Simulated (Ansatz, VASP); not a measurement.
Li3HS: VASP beside Ansatz

```
S H Li
1.0
     3.80117    0.00000    0.00000
     0.00000    3.80117    0.00000
     0.00000    0.00000    3.80117
S H Li
1 1 3
Direct
  0.50000 0.50000 0.50000
  0.00000 0.00000 0.00000
  0.50000 0.00000 0.00000
  0.00000 0.50000 0.00000
  0.00000 0.00000 0.50000
```

Alike in both runs: task relaxation of cell and atoms; functional PBE; dispersion D3(BJ); k mesh 6 × 6 × 6; occupations gaussian, width 0.02 eV; no spin polarisation.

```csv
,VASP,Ansatz
version,VASP 6.6.1,Ansatz 0.2.0
potentials or method,"VASP PAW PBE potentials, release 64 (S, H, Li_sv), cutoff 600 eV","scalar-relativistic, plane waves, PAW"
valence electrons in the cell,16,16
```

```tsv
	VASP	Ansatz	Ansatz less VASP
gap on the k mesh at the Fermi level, each at its own relaxed structure (eV)	4.61	4.57	-0.041
relaxed volume (Å³/atom)	10.00	10.05	+0.054
relaxed cell length with the largest relative difference (Å)	3.684	3.690	+0.0066
```

Noted on VASP's run: the cutoff is short for stress, so the pressure is rough.
